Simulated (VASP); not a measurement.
# Co (P6_3/mmc) in VASP: settings compared, part 2 of 2

VASP 6.6.1. Earlier steps stand in the parts before.

### 3 Single point, PBE exchange alone, collinear spin, ferromagnetic start

INCAR reads:

```
AGGAC = 0.0 ; ALDAC = 0.0
ALGO = Normal ; EDIFF = 1E-7
ENCUT = 520 ; GGA = PE
ISIF = 2 ; ISMEAR = -1
ISPIN = 2 ; LASPH = True
LCHARG = False ; LMAXMIX = 4
LORBIT = 11 ; LREAL = False
LWAVE = False ; MAGMOM = 2 2
NBANDS = 20 ; NELM = 150
PREC = Accurate ; SIGMA = 0.05
```

KPOINTS reads:

```
k-points
0
Gamma
  12 12 7
```

POSCAR reads:

```
Co
1.0
    2.4385904036      0.0000000000      0.0000000000
   -1.2192952018      2.1118812389      0.0000000000
    0.0000000000      0.0000000000      3.9667976331
Co
2
Direct
    0.6666666667      0.3333333333      0.7500000000
    0.3333333333      0.6666666667      0.2500000000
```

Potentials or basis: VASP PAW PBE potentials, release 64 (Co).

Started as:

```console
$ cat potpaw_PBE.64/Co/POTCAR > POTCAR
$ mpirun -np 1 vasp_std > vasp.out
```

OUTCAR:

```text
EDIFF = 1E-7
   ENCUT = 520
   GGA = PE
   ISIF = 2
   ISMEAR = -1
   ISPIN = 2
   LASPH = True
   LORBIT = 11
   LREAL = False
   NELM = 150
   PREC = Accurate

 ion  position               nearest neighbor table
   1  0.667  0.333  0.750-   2 2.43   2 2.43   2 2.43   2 2.43   2 2.43   2 2.43
   2  0.333  0.667  0.250-   1 2.43   1 2.43   1 2.43   1 2.43   1 2.43   1 2.43

  LATTYP: Found a hexagonal cell.
 ALAT       =     2.4385904036
 C/A-ratio  =     1.6266764715

  Lattice vectors:

 A1 = (   2.4385904036,   0.0000000000,   0.0000000000)
 A2 = (  -1.2192952018,   2.1118812389,   0.0000000000)
 A3 = (   0.0000000000,   0.0000000000,   3.9667976331)

Analysis of symmetry for initial positions (statically):
=====================================================================
 Subroutine PRICEL returns:
 Original cell was already a primitive cell.

 Routine SETGRP: Setting up the symmetry group for a
 hexagonal supercell.

 Subroutine GETGRP returns: Found 24 space group operations
 (whereof 12 operations were pure point group operations)
 out of a pool of 24 trial point group operations.

The static configuration has the point symmetry D_3d.
 The point group associated with its full space group is D_6h.

Analysis of symmetry for dynamics (positions and initial velocities):
=====================================================================
 Subroutine PRICEL returns:
 Original cell was already a primitive cell.

 Routine SETGRP: Setting up the symmetry group for a
 hexagonal supercell.

 Subroutine GETGRP returns: Found 24 space group operations
 (whereof 12 operations were pure point group operations)
 out of a pool of 24 trial point group operations.

The dynamic configuration has the point symmetry D_3d.
 The point group associated with its full space group is D_6h.

Analysis of structural, dynamic, and magnetic symmetry:
=====================================================================
 Subroutine PRICEL returns:
 Original cell was already a primitive cell.

 Routine SETGRP: Setting up the symmetry group for a
 hexagonal supercell.

 Subroutine GETGRP returns: Found 24 space group operations
 (whereof 12 operations were pure point group operations)
 out of a pool of 24 trial point group operations.

The overall configuration has the point symmetry D_3d.
 The point group associated with its full space group is D_6h.

 Subroutine INISYM returns: Found 24 space group operations
 (whereof 12 operations are pure point group operations),
 and found     1 'primitive' translations

----------------------------------------------------------------------------------------

                                     Primitive cell

  volume of cell :      20.4291

  direct lattice vectors                    reciprocal lattice vectors
     2.438590404  0.000000000  0.000000000     0.410072966  0.236755737  0.000000000
    -1.219295202  2.111881239  0.000000000     0.000000000  0.473511475  0.000000000
     0.000000000  0.000000000  3.966797633     0.000000000  0.000000000  0.252092517

  length of vectors
     2.438590404  2.438590404  3.966797633     0.473511475  0.473511475  0.252092517

  position of ions in fractional coordinates (direct lattice)
     0.666666667  0.333333333  0.750000000
     0.333333333  0.666666667  0.250000000

  ion indices of the primitive-cell ions
   primitive index   ion index
[... 62 lines left out ...]
   NGX,Y,Z   is equivalent  to a cutoff of  12.27, 12.27, 12.57 a.u.
   NGXF,Y,Z  is equivalent  to a cutoff of  24.54, 24.54, 25.15 a.u.
 SYSTEM =  unknown system
   PREC   = accura    normal or accurate (medium, high low for compatibility)
   ISTART =      0    job   : 0-new  1-cont  2-samecut
   ICHARG =      2    charge: 1-file 2-atom 10-const
   ISPIN  =      2    spin polarized calculation?
   LNONCOLLINEAR =      F non collinear calculations
   LSORBIT =      F    spin-orbit coupling
   LASPH  =      T    aspherical Exc in radial PAW
   ENCUT  =  520.0 eV  38.22 Ry    6.18 a.u.   4.53  4.53  7.38*2*pi/ulx,y,z
   NELM   =    150;   NELMIN=  2; NELMDL= -5     # of ELM steps
   EDIFF  = 0.1E-06   stopping-criterion for ELM
   LREAL  =      F    real-space projection
   EDIFFG = 0.1E-05   stopping-criterion for IOM
   NSW    =      0    number of steps for IOM
   IBRION =     -1    ionic relax: 0-MD 1-quasi-New 2-CG
   NFREE  =      0    steps in history (QN), initial steepest desc. (CG)
   ISIF   =      2    stress and relaxation
   ISYM   =      2    0-nonsym 1-usesym 2-fastsym
   POTIM  = 0.5000    time-step for ionic-motion
   TEBEG  =    0.0;   TEEND  =   0.0 temperature during run
   PSTRESS=    0.0 pullay stress
   NELECT =      18.0000    total number of electrons
   NUPDOWN=      -1.0000    fix difference up-down
   EMIN   =  10.00;   EMAX   =-10.00  energy-range for DOS
   EFERMI =   0.00;   METHOD = LEGACY
   ISMEAR =    -1;   SIGMA  =   0.05  broadening in eV -4-tet -1-fermi 0-gaus
   EFERMI_NEDOS =   21; number of points for ismear=-14 and -15
   IALGO  =     38    algorithm
   IMIX   =      4    mixing-type and parameters
     AMIX     =   0.40;   BMIX     =  1.00
     AMIX_MAG =   1.60;   BMIX_MAG =  1.00
  volume/ion in A,a.u.               =      10.21        68.93
  Fermi-wavevector in a.u.,A,eV,Ry     =   1.569457  2.965844 33.513824  2.463197
  Thomas-Fermi vector in A             =   2.671337
   LORBIT       =     11    0 simple, 1 ext, 2 COOP (PROOUT), +10 PAW based schemes
   GGA     = PE    functional components
   LHFCALC =     F    Hartree Fock is set to
   AEXX    =    0.0000 exact exchange contribution
   IVDW    =     0    specifies the selected vdW correction
   LEPSILON=     F    determine dielectric tensor
   LRPA    =     F    only Hartree local field effects (RPA)
 spin polarized calculation
  energy-cutoff  :      520.00
  volume of cell :       20.43
 maximum number of plane-waves:       569
   NGX =  9   NGY =  9   NGZ = 15

 number of electron      17.9999973 magnetization       3.2289073

 Free energy of the ion-electron system (eV)
  ---------------------------------------------------
  ext. energy  EPLUGINS =         0.00000000
  ---------------------------------------------------
  free energy    TOTEN  =        -9.93833897 eV

  energy without entropy =       -9.92394928  energy(sigma->0) =       -9.93114413

 E-fermi :  12.9710     XC(G=0): -11.9603

 val. band max:       12.9578484072   @ k =   0.0000   0.0000   0.1429
 cond. band min:      12.9732434652   @ k =   0.3333   0.2500   0.4286
 fundamental gap:      0.0153950580
 Fermi energy:        12.9710021158

 spin component 1

 k-point     1 :       0.0000    0.0000    0.0000
  band No.  band energies     occupation
      1       3.7449      1.00000
      2       7.4242      1.00000
      3      10.0512      1.00000
      4      10.1119      1.00000
      5      10.1119      1.00000
      6      10.4449      1.00000
[... 541 lines left out ...]
     19      37.0789      0.00000
     20      38.7758      0.00000

 [... further k-points ...]

 spin component 2

 k-point     1 :       0.0000    0.0000    0.0000
  band No.  band energies     occupation
      1       3.7103      1.00000
      2       8.4607      1.00000
      3      11.8611      1.00000
      4      11.9307      1.00000
      5      11.9307      1.00000
      6      12.3261      1.00000
[... 541 lines left out ...]
     19      37.4871      0.00000
     20      39.1423      0.00000

 [... further k-points ...]
[... 5 lines left out ...]
  --------------------------------------------------------------------------------------
  -------------------------------------------------------------------------------------
  Total        5.8464430      5.8464430      5.4553461      0.0000000      0.0000000      0.0000000
  in kB      458.5153799    458.5153798    427.8430648      0.0000000      0.0000000      0.0000000
  external PRESSURE =     448.2912748 kB  Pullay stress =       0.0000000 kB

 VOLUME and BASIS-vectors are now :
 -----------------------------------------------------------------------------
  energy-cutoff  :      520.00
  volume of cell :       20.43
      direct lattice vectors                 reciprocal lattice vectors
     2.438590404  0.000000000  0.000000000     0.410072966  0.236755737  0.000000000
    -1.219295202  2.111881239  0.000000000     0.000000000  0.473511475  0.000000000
     0.000000000  0.000000000  3.966797633     0.000000000  0.000000000  0.252092517

 POSITION                                       TOTAL-FORCE (eV/Angst)
 -----------------------------------------------------------------------------------
      1.21930      0.70396      2.97510        -0.000000     -0.000000      0.000000
     -0.00000      1.40792      0.99170         0.000000      0.000000      0.000000
 -----------------------------------------------------------------------------------
    total drift:                               -0.000000      0.000000     -0.000000

  FREE ENERGIE OF THE ION-ELECTRON SYSTEM (eV)
  ---------------------------------------------------
  free  energy   TOTEN  =        -9.9383389702 eV

  energy  without entropy=       -9.9239492813  energy(sigma->0) =       -9.93114413

 total charge

# of ion       s       p       d       tot
------------------------------------------
    1        0.515   0.568   7.333   8.416
    2        0.515   0.568   7.333   8.416
--------------------------------------------------
tot          1.030   1.135  14.666  16.831

 magnetization (x)

# of ion       s       p       d       tot
------------------------------------------
    1       -0.017  -0.062   1.706   1.627
    2       -0.017  -0.062   1.706   1.627
--------------------------------------------------
tot         -0.034  -0.124   3.412   3.254
```

OSZICAR:

```text
N       E                     dE             d eps       ncg     rms          rms(c)
DAV:   1     0.901250997915E+02    0.90125E+02   -0.83273E+03  6464   0.127E+03
DAV:   2    -0.694314990629E+01   -0.97068E+02   -0.87453E+02  6152   0.219E+02
DAV:   3    -0.116588596313E+02   -0.47157E+01   -0.45314E+01  6856   0.580E+01
DAV:   4    -0.117321817595E+02   -0.73322E-01   -0.73261E-01  7480   0.638E+00
DAV:   5    -0.117344207068E+02   -0.22389E-02   -0.22388E-02  7140   0.107E+00    0.157E+01
DAV:   6    -0.102428671298E+02    0.14916E+01   -0.64453E+00  6992   0.524E+01    0.572E+00
DAV:   7    -0.997161933154E+01    0.27125E+00   -0.88525E-01  7456   0.179E+01    0.394E+00
DAV:   8    -0.995198659528E+01    0.19633E-01   -0.19797E-02  7940   0.146E+00    0.197E+00
DAV:   9    -0.993783996632E+01    0.14147E-01   -0.43073E-03  9400   0.108E+00    0.488E-01
DAV:  10    -0.993823074496E+01   -0.39078E-03   -0.91879E-04  8444   0.398E-01    0.123E-01
DAV:  11    -0.993833080574E+01   -0.10006E-03   -0.15436E-04  9512   0.204E-01    0.276E-02
DAV:  12    -0.993833762811E+01   -0.68224E-05   -0.18594E-05  6508   0.447E-02    0.142E-02
DAV:  13    -0.993833890380E+01   -0.12757E-05   -0.28514E-06  8160   0.164E-02    0.705E-03
DAV:  14    -0.993833897018E+01   -0.66379E-07   -0.46530E-07  6672   0.597E-03
   1 F= -.99383390E+01 E0= -.99311441E+01  d E =-.143897E-01  mag=     3.2292
```

Run time: 1.8 min. Hardware: 1 thread of Intel Xeon 8259CL, shared host; peak memory 0.17 GiB.

Results:

```yaml
Free_energy: -9.9383 eV
Pressure: 44.8 GPa
Net_moment: 3.23 μB per cell
Site_moments: Co +1.63 μB
Valence_electrons_inside_the_program's_atomic_spheres: Co 8.42
```

Caveat: the cell stands under pressure.
